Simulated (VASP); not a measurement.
Crystal: SiO2.

```xyz
6
Lattice="-2.4773 2.4773 3.6557 2.4773 -2.4773 3.6557 2.4773 2.4773 -3.6557" Properties=species:S:1:pos:R:3 pbc="T T T"
Si    0.0000    2.4773    1.8278
Si    0.0000    0.0000    0.0000
O    -0.4795    3.7159    0.9139
O    -1.2386    1.9978    2.7418
O     1.2386    2.9568    2.7418
O     0.4795    1.2386    0.9139
```

Base run:

| Property | Result |
| --- | --- |
| Program | VASP 6.6.1 |
| Functional | HSE06 |
| Potentials or basis | VASP PAW PBE potentials, release 64 (Si, O) |
| Cutoff | 520 eV |
| k mesh | 4 × 4 × 4 |
| Occupations | gaussian, width 0.02 eV |
| Spin | no spin polarisation |

Its results: band gap on the k mesh 7.73 eV; pressure -0.1 GPa; largest force 0.072 eV/Å.

The run is repeated on the same cell with these changes: functional from HSE06 to HSE03; screening parameter from 0.2 1/Å to 0.3 1/Å. What comes out?

Band gap on the k mesh 7.44 eV; pressure 0.1 GPa; largest force 0.064 eV/Å.

Caveats: the PAW data sets were made with another functional, which shifts forces and pressure a little.
